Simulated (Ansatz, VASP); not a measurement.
## H in VASP and in Ansatz

```xyz
2
Lattice="5.1702 0.0000 0.0000 -2.5851 4.4776 0.0000 0.0000 0.0000 3.8495" Properties=species:S:1:pos:R:3 pbc="T T T"
H     0.0000    2.9850    0.9624
H     2.5851    1.4925    2.8871
```

Alike in both runs: task single point; functional PBE; k mesh 3 × 3 × 4; occupations gaussian, width 0.1 eV; collinear spin.

|  | VASP | Ansatz |
| --- | --- | --- |
| version | VASP 6.6.1 | Ansatz 0.2.0 |
| potentials or method | VASP PAW PBE potentials, release 64 (H), cutoff 520 eV | scalar-relativistic, plane waves, PAW |
| valence electrons in the cell | 2 | 2 |

Ansatz gave:

- gap on the k mesh at the Fermi level (eV): 6.61
- least direct gap on the mesh (eV): 7.32
- pressure (GPa): 0.1
- net moment per atom (μB): 1.00
- size of the moment on the site where the two differ most (μB): 0.94

Task: Which values does VASP return?

Result: gap on the k mesh at the Fermi level (eV): 6.61; least direct gap on the mesh (eV): 7.32; pressure (GPa): 0.1; net moment per atom (μB): 1.00; size of the moment on the site where the two differ most (μB): 0.38.

Site moments also hang on the region over which each program counts them. Ansatz's warnings: nearly empty spin channel levels not settled, published levels not confirmed, stability check not made.

The k mesh is coarse, so the values compare programs but aren't converged.
